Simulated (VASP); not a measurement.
# CuO: relaxation of cell and atoms with PBEsol

Crystal: CuO.

```
CELL_PARAMETERS angstrom
4.16094 0.00000 0.00000
0.00000 4.16094 0.00000
0.00000 0.00000 3.88764
ATOMIC_POSITIONS crystal
Cu 0.50000 0.00000 0.50000
Cu 0.00000 0.50000 0.50000
Cu 0.00000 0.00000 0.00000
O 0.00000 0.00000 0.50000
O 0.50000 0.00000 0.00000
O 0.00000 0.50000 0.00000
```

```json
{
  "Program": "VASP 6.6.1",
  "Task": "relaxation of cell and atoms",
  "Functional": "PBEsol",
  "Potentials or basis": "VASP PAW PBE potentials, release 64 (Cu, O)",
  "Cutoff": "600 eV",
  "k mesh": "7 × 7 × 7",
  "Occupations": "fermi-dirac, width 0.05 eV",
  "Spin": "no spin polarisation",
  "Target pressure": "5 GPa",
  "Dipole correction": "no",
  "Further INCAR settings": "ALGO = Normal; EDIFF = 1e-07; IBRION = 2; EDIFFG = -0.01; NSW = 60; ISIF = 3"
}
```

| Quantity | Value |
| --- | --- |
| Relaxed volume | 10.43 Å³/atom |
| Relaxed cell | a = 4.030 Å, b = 4.030 Å, c = 3.855 Å, α = 90.00°, β = 90.00°, γ = 90.00° |
| Space group after relaxing (to 0.1 Å) | P4/mmm (No. 123) |
| Energy change on relaxing (the run minimises the enthalpy) | -0.0 meV/atom |
| Ionic steps | 9 |
| Pressure after relaxing | 5.0 GPa |
| Band gap on the k mesh | zero (an odd number of electrons rules out a gap without spin polarisation) |

Stress tensor (GPa, compression positive):
```
5.05 0.00 0.00
0.00 5.05 0.00
0.00 0.00 4.97
```

The path:
| step | energy change (eV) | largest force (eV/Å) | pressure (GPa) | volume (Å³) |
| --- | --- | --- | --- | --- |
| 1 | 0.0000 | 0.0000 | -5.02 | 67.31 |
| 2 | 0.1691 | 0.0000 | 14.55 | 60.70 |
| 3 | -0.0106 | 0.0000 | 4.57 | 63.58 |
| 4 | -0.0103 | 0.0000 | 4.71 | 63.12 |
| 5 | 0.0051 | 0.0000 | 5.28 | 62.45 |
| 6 | 0.0006 | 0.0000 | 5.13 | 62.58 |
| 7 | 0.0013 | 0.0000 | 5.15 | 62.56 |
| 8 | -0.0017 | 0.0000 | 4.84 | 62.66 |
| 9 | -0.0002 | 0.0000 | 5.02 | 62.60 |

Final structure:
```
Cu O
1.0
     4.02979    0.00000    0.00000
     0.00000    4.02979    0.00000
     0.00000    0.00000    3.85517
Cu O
3 3
Direct
  0.50000 0.00000 0.50000
  0.00000 0.50000 0.50000
  0.00000 0.00000 0.00000
  0.00000 0.00000 0.50000
  0.50000 0.00000 0.00000
  0.00000 0.50000 0.00000
```

Levels at points of the mesh, in eV from the Fermi level:
```
           k point  band 22  band 23  band 24  band 25  band 26  band 27  band 28  band 29  band 30
(0.00, 0.00, 0.00)    -1.87    -1.64    -1.57    -1.56    -1.56    -1.42     1.34     6.45     8.07
```

It took 11 min on 1 thread of Intel(R) Xeon(R) Platinum 8488C (Sapphire Rapids) (shared host), peak memory 0.23 GiB.

Caveat: the cell is relaxed towards a set pressure, so the run minimises the enthalpy, not the energy; the PAW data sets were made with another functional, which shifts forces and pressure a little; an odd number of electrons without spin polarisation forces a metal; a magnetic or distorted state may lie lower; semilocal functionals often make such compounds metallic where correlation or magnetic order opens a gap, which also shifts bond lengths. With open d or f shells a metallic result of PBEsol can be an artefact of self-interaction; +U or a hybrid may open a gap.
